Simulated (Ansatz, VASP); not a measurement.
Two plane-wave programs on Al

```xyz
4
Lattice="2.7699 0.0000 0.0000 -1.3849 2.3988 0.0000 0.0000 0.0000 9.6968" Properties=species:S:1:pos:R:3 pbc="T T T"
Al    0.0000    0.0000    0.0000
Al    0.0000    1.5992    2.4242
Al    0.0000    0.0000    4.8484
Al    1.3849    0.7996    7.2726
```

Alike in both runs: task single point; functional PBE; dispersion D3(BJ); k mesh 18 × 18 × 6; occupations gaussian, width 0.15 eV; no spin polarisation.

```csv
,VASP,Ansatz
version,VASP 6.6.1,Ansatz 0.2.0
potentials or method,"VASP PAW PBE potentials, release 64 (Al), cutoff 520 eV","scalar-relativistic, plane waves, PAW"
valence electrons in the cell,12,12
```

```csv
,VASP,Ansatz,Ansatz less VASP
gap on the k mesh at the Fermi level (eV),none,none,-
pressure (GPa),-0.8,-0.8,+0.03
"traceless stress, the component that is largest in VASP (GPa)",-3.19,-3.20,-0.007
```

A gap of «none» marks a metal or a gap that the smearing closes.
